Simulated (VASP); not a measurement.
# Sb5Mo (P-6m2) in VASP: a series of runs

Runs on Sb5Mo. Level: PBE. Tasks: single point, relaxation of cell and atoms.

Everything below comes from runs of VASP 6.6.1. Logs are shortened: lines on timing, memory, paths and dates and some standing lists are left out, and cuts for length are marked.

### 1 The cell of the first run

Symmetry: P-6m2, No. 187, hexagonal system. The conventional cell has a = 3.365 Å, b = 3.365 Å, c = 15.501 Å, α = 90.00°, β = 90.00°, γ = 120.00°. Within 3.7 Å of Sb (site symmetry 3m) lie 3 Mo at 2.79 Å and 9 Sb at 3.36 to 3.67 Å. Sb (site symmetry 3m) has 12 Sb at 3.28 to 3.67 Å within 4.3 Å. Within 4.3 Å of Sb (site symmetry -6m2) lie 12 Sb at 3.28 to 3.36 Å. Within 3.7 Å of Mo (site symmetry -6m2) lie 6 Sb at 2.79 Å and 6 Mo at 3.36 Å.

The cell was generated, and may not be a known phase.

### 2 Single point, PBE

INCAR reads:

```
PREC = Accurate
ENCUT = 520
EDIFF = 1E-6
ISMEAR = 0
SIGMA = 0.1
LREAL = False
LASPH = True
NELM = 100
ALGO = Normal
ISIF = 2
LWAVE = False
LCHARG = True
GGA = PE
LELF = True
LVHAR = True
NBANDS = 28
```

KPOINTS reads:

```
Automatic mesh
0
Gamma
  6 6 1
```

POSCAR reads:

```
Sb5Mo
1.0
    3.3649960777      0.0000000029      0.0000000000
   -1.6824980413      2.9141720854      0.0000000000
    0.0000000000      0.0000000000     15.5010707315
Sb Mo
5 1
Direct
    0.6666666667      0.3333333333      0.8712017497
    0.0000000000      0.0000000000      0.6706945265
    0.6666666667      0.3333333333      0.5000000000
    0.0000000000      0.0000000000      0.3293054735
    0.6666666667      0.3333333333      0.1287982503
    0.0000000000      0.0000000000      0.0000000000
```

Potentials or basis: VASP PAW PBE potentials, release 64 (Sb, Mo_sv).

Started as:

```bash
$ cat potpaw_PBE.64/Sb/POTCAR potpaw_PBE.64/Mo_sv/POTCAR > POTCAR
$ mpirun -np 1 vasp_std > vasp.out
```

OUTCAR:

```text
PREC = Accurate
   ENCUT = 520
   EDIFF = 1E-6
   ISMEAR = 0
   LREAL = False
   LASPH = True
   NELM = 100
   ISIF = 2
   GGA = PE

 ion  position               nearest neighbor table
   1  0.667  0.333  0.871-   6 2.79   6 2.79   6 2.79   2 3.67   2 3.67   2 3.67
   2  0.000  0.000  0.671-   3 3.28   3 3.28   3 3.28   1 3.67   1 3.67   1 3.67
   3  0.667  0.333  0.500-   2 3.28   4 3.28   2 3.28   4 3.28   2 3.28   4 3.28
   4  0.000  0.000  0.329-   3 3.28   3 3.28   3 3.28   5 3.67   5 3.67   5 3.67
   5  0.667  0.333  0.129-   6 2.79   6 2.79   6 2.79   4 3.67   4 3.67   4 3.67
   6  0.000  0.000  0.000-   1 2.79   5 2.79   1 2.79   5 2.79   1 2.79   5 2.79

  LATTYP: Found a hexagonal cell.
 ALAT       =     3.3649960777
 C/A-ratio  =     4.6065642793

  Lattice vectors:

 A1 = (   3.3649960777,   0.0000000029,   0.0000000000)
 A2 = (  -1.6824980413,   2.9141720854,   0.0000000000)
 A3 = (   0.0000000000,   0.0000000000,  15.5010707315)

Analysis of symmetry for initial positions (statically):
=====================================================================
 Subroutine PRICEL returns:
 Original cell was already a primitive cell.

 Routine SETGRP: Setting up the symmetry group for a
 hexagonal supercell.

 Subroutine GETGRP returns: Found 12 space group operations
 (whereof 12 operations were pure point group operations)
 out of a pool of 24 trial point group operations.

The static configuration has the point symmetry D_3h.

Analysis of symmetry for dynamics (positions and initial velocities):
=====================================================================
 Subroutine PRICEL returns:
 Original cell was already a primitive cell.

 Routine SETGRP: Setting up the symmetry group for a
 hexagonal supercell.

 Subroutine GETGRP returns: Found 12 space group operations
 (whereof 12 operations were pure point group operations)
 out of a pool of 24 trial point group operations.

The dynamic configuration has the point symmetry D_3h.

 Subroutine INISYM returns: Found 12 space group operations
 (whereof 12 operations are pure point group operations),
 and found     1 'primitive' translations

----------------------------------------------------------------------------------------

                                     Primitive cell

  volume of cell :     152.0063

  direct lattice vectors                    reciprocal lattice vectors
     3.364996078  0.000000003  0.000000000     0.297177166  0.171575317  0.000000000
    -1.682498041  2.914172085  0.000000000    -0.000000000  0.343150634  0.000000000
     0.000000000  0.000000000 15.501070732     0.000000000  0.000000000  0.064511673

  length of vectors
     3.364996078  3.364996078 15.501070732     0.343150634  0.343150634  0.064511673

  position of ions in fractional coordinates (direct lattice)
     0.666666667  0.333333333  0.871201750
     0.000000000  0.000000000  0.670694527
     0.666666667  0.333333333  0.500000000
     0.000000000  0.000000000  0.329305473
     0.666666667  0.333333333  0.128798250
     0.000000000  0.000000000  0.000000000

  ion indices of the primitive-cell ions
   primitive index   ion index
                 1           1
                 2           2
                 3           3
                 4           4
                 5           5
                 6           6

----------------------------------------------------------------------------------------

 KPOINTS: Automatic mesh

Automatic generation of k-mesh.
 Grid dimensions read from file:
 generate k-points for:    6    6    1

 Generating k-lattice:

  Cartesian coordinates                     Fractional coordinates (reciprocal lattice)
     0.049529528  0.028595886  0.000000000     0.166666667  0.000000000  0.000000000
    -0.000000000  0.057191772  0.000000000     0.000000000  0.166666667  0.000000000
     0.000000000  0.000000000  0.064511673     0.000000000  0.000000000  1.000000000

  Length of vectors
     0.057191772  0.057191772  0.064511673

  Shift w.r.t. Gamma in fractional coordinates (k-lattice)
     0.000000000  0.000000000  0.000000000

 Subroutine IBZKPT returns following result:
 ===========================================

 Found      7 irreducible k-points:

 Following reciprocal coordinates:
            Coordinates               Weight
  0.000000  0.000000  0.000000      1.000000
  0.166667  0.000000  0.000000      6.000000
  0.333333  0.000000  0.000000      6.000000
  0.500000  0.000000  0.000000      3.000000
  0.166667  0.166667  0.000000      6.000000
  0.333333  0.166667  0.000000     12.000000
  0.333333  0.333333  0.000000      2.000000
   k-points           NKPTS =      7   k-points in BZ     NKDIM =      7   number of bands    NBANDS=     28
   number of dos      NEDOS =    301   number of ions     NIONS =      6
   total plane-waves  NPLWV =  94080
   dimension x,y,z NGX =    28 NGY =   28 NGZ =  120
   dimension x,y,z NGXF=    56 NGYF=   56 NGZF=  240
   ions per type =               5   1
   NGX,Y,Z   is equivalent  to a cutoff of  13.83, 13.83, 12.87 a.u.
   NGXF,Y,Z  is equivalent  to a cutoff of  27.67, 27.67, 25.74 a.u.
 SYSTEM =  unknown system
   PREC   = accura    normal or accurate (medium, high low for compatibility)
   ISTART =      0    job   : 0-new  1-cont  2-samecut
   ICHARG =      2    charge: 1-file 2-atom 10-const
   ISPIN  =      1    spin polarized calculation?
   LNONCOLLINEAR =      F non collinear calculations
   LSORBIT =      F    spin-orbit coupling
   LASPH  =      T    aspherical Exc in radial PAW
   ENCUT  =  520.0 eV  38.22 Ry    6.18 a.u.   6.26  6.26 28.82*2*pi/ulx,y,z
   NELM   =    100;   NELMIN=  2; NELMDL= -5     # of ELM steps
   EDIFF  = 0.1E-05   stopping-criterion for ELM
   LREAL  =      F    real-space projection
   EDIFFG = 0.1E-04   stopping-criterion for IOM
   NSW    =      0    number of steps for IOM
   IBRION =     -1    ionic relax: 0-MD 1-quasi-New 2-CG
   NFREE  =      0    steps in history (QN), initial steepest desc. (CG)
   ISIF   =      2    stress and relaxation
   ISYM   =      2    0-nonsym 1-usesym 2-fastsym
   POTIM  = 0.5000    time-step for ionic-motion
   TEBEG  =    0.0;   TEEND  =   0.0 temperature during run
   PSTRESS=    0.0 pullay stress
   NELECT =      39.0000    total number of electrons
   NUPDOWN=      -1.0000    fix difference up-down
   EMIN   =  10.00;   EMAX   =-10.00  energy-range for DOS
   EFERMI =   0.00;   METHOD = LEGACY
   ISMEAR =     0;   SIGMA  =   0.10  broadening in eV -4-tet -1-fermi 0-gaus
   EFERMI_NEDOS =   21; number of points for ismear=-14 and -15
   IALGO  =     38    algorithm
   IMIX   =      4    mixing-type and parameters
     AMIX     =   0.40;   BMIX     =  1.00
     AMIX_MAG =   1.60;   BMIX_MAG =  1.00
  volume/ion in A,a.u.               =      25.33       170.96
  Fermi-wavevector in a.u.,A,eV,Ry     =   1.040262  1.965809 14.723464  1.082144
  Thomas-Fermi vector in A             =   2.174829
   LORBIT       =      0    0 simple, 1 ext, 2 COOP (PROOUT), +10 PAW based schemes
   GGA     = PE    functional components
   LHFCALC =     F    Hartree Fock is set to
   AEXX    =    0.0000 exact exchange contribution
   IVDW    =     0    specifies the selected vdW correction
   LEPSILON=     F    determine dielectric tensor
   LRPA    =     F    only Hartree local field effects (RPA)
 non-spin polarized calculation
 Gauss-broadening in eV      SIGMA  =   0.10
  energy-cutoff  :      520.00
  volume of cell :      152.01
 maximum number of plane-waves:      4161
 NGX is ok and might be reduce to    28
   NGX = 13   NGY = 13   NGZ = 57

 number of electron      38.9999995 magnetization

 Free energy of the ion-electron system (eV)
  ---------------------------------------------------
  ext. energy  EPLUGINS =         0.00000000
  ---------------------------------------------------
  free energy    TOTEN  =       -30.14517709 eV

  energy without entropy =      -30.10936377  energy(sigma->0) =      -30.12727043

 E-fermi :   8.5972     XC(G=0): -10.4691

 val. band max:        8.5724885039   @ k =   0.0000   0.0000   0.0000
 cond. band min:       8.6084734613   @ k =   0.3333   0.1667   0.0000
 fundamental gap:      0.0359849575
 Fermi energy:         8.5972420874

 k-point     1 :       0.0000    0.0000    0.0000
  band No.  band energies     occupation
      1     -52.0610      2.00000
      2     -26.1379      2.00000
      3     -26.1109      2.00000
      4     -26.1109      2.00000
      5      -4.2517      2.00000
      6      -3.1383      2.00000
[... 20 lines left out ...]
     27      13.8397      0.00000
     28      14.0434      0.00000

 k-point     2 :       0.1667    0.0000    0.0000
  band No.  band energies     occupation
      1     -52.0567      2.00000
      2     -26.1597      2.00000
      3     -26.1283      2.00000
      4     -26.1225      2.00000
      5      -3.7645      2.00000
      6      -2.6712      2.00000
[... 20 lines left out ...]
     27      12.8042      0.00000
     28      13.4962      0.00000

 k-point     3 :       0.3333    0.0000    0.0000
  band No.  band energies     occupation
      1     -52.0481      2.00000
      2     -26.2559      2.00000
      3     -26.1456      2.00000
      4     -26.1092      2.00000
      5      -2.3466      2.00000
      6      -1.3438      2.00000
[... 20 lines left out ...]
     27      12.2717      0.00000
     28      12.3637      0.00000

 k-point     4 :       0.5000    0.0000    0.0000
  band No.  band energies     occupation
      1     -52.0438      2.00000
      2     -26.3035      2.00000
      3     -26.1571      2.00000
      4     -26.0997      2.00000
      5      -0.7230      2.00000
      6      -0.0155      2.00000
[... 20 lines left out ...]
     27      11.8478      0.00000
     28      12.4361      0.00000

 k-point     5 :       0.1667    0.1667    0.0000
  band No.  band energies     occupation
      1     -52.0503      2.00000
      2     -26.2229      2.00000
      3     -26.1491      2.00000
      4     -26.1140      2.00000
      5      -2.8078      2.00000
      6      -1.7675      2.00000
[... 20 lines left out ...]
     27      11.3430      0.00000
     28      11.7860      0.00000

 k-point     6 :       0.3333    0.1667    0.0000
  band No.  band energies     occupation
      1     -52.0438      2.00000
      2     -26.2791      2.00000
      3     -26.1820      2.00000
      4     -26.0997      2.00000
      5      -1.0575      2.00000
      6      -0.2327      2.00000
[... 20 lines left out ...]
     27      10.9246      0.00000
     28      11.2199      0.00000

 k-point     7 :       0.3333    0.3333    0.0000
  band No.  band energies     occupation
      1     -52.0417      2.00000
      2     -26.2517      2.00000
      3     -26.2394      2.00000
      4     -26.0949      2.00000
      5       0.3304      2.00000
      6       0.5956      2.00000
[... 20 lines left out ...]
     27      10.9155      0.00000
     28      11.4381      0.00000

------------------------ aborting loop because EDIFF is reached ----------------------------------------

  FORCE on cell =-STRESS in cart. coord.  units (eV):
  Direction    XX          YY          ZZ          XY          YZ          ZX
  --------------------------------------------------------------------------------------
  -------------------------------------------------------------------------------------
  Total       -0.2296639     -0.2296639      0.0519622     -0.0000000     -0.0000000      0.0000000
  in kB       -2.4207054     -2.4207054      0.5476920     -0.0000000     -0.0000000      0.0000000
  external PRESSURE =      -1.4312396 kB  Pullay stress =       0.0000000 kB

 VOLUME and BASIS-vectors are now :
 -----------------------------------------------------------------------------
  energy-cutoff  :      520.00
  volume of cell :      152.01
      direct lattice vectors                 reciprocal lattice vectors
     3.364996078  0.000000003  0.000000000     0.297177166  0.171575317  0.000000000
    -1.682498041  2.914172085  0.000000000    -0.000000000  0.343150634  0.000000000
     0.000000000  0.000000000 15.501070732     0.000000000  0.000000000  0.064511673

 POSITION                                       TOTAL-FORCE (eV/Angst)
 -----------------------------------------------------------------------------------
      1.68250      0.97139     13.50456        -0.000000     -0.000000      0.006493
      0.00000      0.00000     10.39648        -0.000000      0.000000     -0.022025
      1.68250      0.97139      7.75054        -0.000000      0.000000     -0.000000
      0.00000      0.00000      5.10459        -0.000000      0.000000      0.022025
      1.68250      0.97139      1.99651         0.000000      0.000000     -0.006493
      0.00000      0.00000      0.00000         0.000000     -0.000000     -0.000000
 -----------------------------------------------------------------------------------
    total drift:                               -0.000000      0.000000      0.000000

  FREE ENERGIE OF THE ION-ELECTRON SYSTEM (eV)
  ---------------------------------------------------
  free  energy   TOTEN  =       -30.1451770948 eV

  energy  without entropy=      -30.1093637711  energy(sigma->0) =      -30.12727043
```

Wall time 54 s (1 thread of Intel Xeon Platinum 8259CL at 2.50GHz (Skylake/Cascade Lake), shared host); peak memory 0.29 GiB.

Results:

```yaml
Free_energy: -30.1452 eV
Pressure: -0.1 GPa
Largest_force: 0.022 eV/Å
Band_gap_on_the_k_mesh: zero (an odd number of electrons rules out a gap without spin polarisation)
```

Forces on the atoms (eV/Å):
```
Sb   0.000  0.000  0.006
Sb   0.000  0.000 -0.022
Sb   0.000  0.000  0.000
Sb   0.000  0.000  0.022
Sb   0.000  0.000 -0.006
Mo   0.000  0.000  0.000
```

Stress tensor (GPa, compression positive):
```
-0.24  0.00  0.00
 0.00 -0.24  0.00
 0.00  0.00  0.05
```

Caveat: the k points lie up to 0.41 Å⁻¹ apart, too coarse for converged energies and pressures of a metal; spin-orbit coupling is left out, which moves the levels of the heavy elements.

### 3 Relaxation of cell and atoms, PBE

This run uses another cell than the first one, of 26.29 Å³/atom.

INCAR reads:

```
SYSTEM = Sb5Mo
PREC     = Accurate       ! precision mode
ENCUT    = 600            ! plane-wave cutoff, eV
EDIFF    = 1E-7           ! SCF threshold, eV
ISMEAR   = 0              ! smearing method
SIGMA    = 0.1            ! smearing width, eV
LREAL    = .False.        ! projectors in reciprocal space
LASPH    = .True.         ! aspherical terms in the spheres
NELM     = 100            ! most SCF steps
ALGO     = Normal         ! electronic algorithm
ISIF     = 3              ! what is computed and relaxed
LWAVE    = .False.        ! write WAVECAR
LCHARG   = .False.        ! write CHGCAR
GGA      = PE             ! functional
IBRION   = 2              ! ionic algorithm
NSW      = 90             ! ionic steps
EDIFFG   = -0.04          ! ionic threshold
```

KPOINTS reads:

```
regular mesh
0
Gamma
  6 6 1
  0 0 0
```

POSCAR reads:

```
Sb5Mo
1.0
    3.3464274100      0.0000000000      0.0000000000
   -1.6732137100      2.8980911500      0.0000000000
    0.0000000000      0.0000000000     16.2661161800
Sb Mo
5 1
Direct
    0.6666666700      0.3333333300      0.8353336500
    0.0000000000      0.0000000000      0.6676422400
    0.6666666700      0.3333333300      0.5000000000
    0.0000000000      0.0000000000      0.3323577600
    0.6666666700      0.3333333300      0.1646663500
    0.0000000000      0.0000000000      0.0000000000
```

Potentials or basis: VASP PAW PBE potentials, release 64 (Sb, Mo_sv).

Started as:

```bash
$ cat potpaw_PBE.64/Sb/POTCAR potpaw_PBE.64/Mo_sv/POTCAR > POTCAR
$ mpirun -np 1 vasp_std > vasp.out
```

Wall time 10 min (1 thread of Intel Xeon Platinum 8259CL at 2.50GHz (Skylake/Cascade Lake), shared host); peak memory 0.36 GiB.

It converged, with:

```
Free energy                           : -30.1465 eV
Relaxed volume                        : 25.36 Å³/atom
Relaxed cell                          : a = 3.360 Å, b = 3.360 Å, c = 15.560 Å, α = 90.00°, β = 90.00°, γ = 120.00°
Space group after relaxing (to 0.1 Å) : P-6m2 (No. 187)
Energy gained by relaxing             : 301.7 meV/atom
Ionic steps                           : 11
Pressure after relaxing               : 0.0 GPa
Largest force after relaxing          : 0.025 eV/Å
Band gap on the k mesh                : zero (an odd number of electrons rules out a gap without spin polarisation)
```

Forces on the atoms (eV/Å):
```
Sb   0.000  0.000 -0.025
Sb   0.000  0.000  0.006
Sb   0.000  0.000  0.000
Sb   0.000  0.000 -0.006
Sb   0.000  0.000  0.025
Mo   0.000  0.000  0.000
```

Step by step:
| step | energy change (eV) | largest force (eV/Å) | pressure (GPa) | volume (Å³) |
| --- | --- | --- | --- | --- |
| 1 | 0.0000 | 1.9302 | -5.53 | 157.75 |
| 2 | -0.5481 | 2.0197 | 4.06 | 137.94 |
| 3 | -0.5514 | 2.0342 | 3.26 | 139.06 |
| 4 | -1.1244 | 1.4289 | 4.91 | 137.09 |
| 5 | -1.2882 | 0.7985 | 7.14 | 135.75 |
| 6 | -1.7098 | 0.7565 | -0.72 | 149.84 |
| 7 | -1.7180 | 0.7479 | -1.68 | 152.30 |
| 8 | -1.7842 | 0.3285 | -0.83 | 152.38 |
| 9 | -1.8000 | 0.0734 | -0.06 | 152.44 |
| 10 | -1.8093 | 0.0294 | 0.00 | 152.24 |
| 11 | -1.8101 | 0.0249 | 0.04 | 152.17 |

Final structure:
```
Sb Mo
1.0
     3.36041    0.00000    0.00000
    -1.68020    2.91020    0.00000
     0.00000    0.00000   15.56034
Sb Mo
5 1
Direct
  0.66667 0.33333 0.87173
  0.00000 0.00000 0.66965
  0.66667 0.33333 0.50000
  0.00000 0.00000 0.33035
  0.66667 0.33333 0.12827
  0.00000 0.00000 0.00000
```

Levels at points of the mesh, in eV from the Fermi level:
```
           k point  band 17  band 18  band 19  band 20  band 21  band 22
(0.00, 0.00, 0.00)    -0.03     0.42     3.62     3.62     3.74     4.50
(0.50, 0.00, 0.00)    -1.32    -0.90    -0.63     0.46     0.81     1.02
```

Caveat: the k points lie up to 0.40 Å⁻¹ apart in the final cell, too coarse for converged energies and pressures of a metal; the highest band is partly filled, so the run has too few bands; spin-orbit coupling is left out, which moves the levels of the heavy elements.

The gap in the log of VASP goes by the Fermi energy; the results here count the filled bands.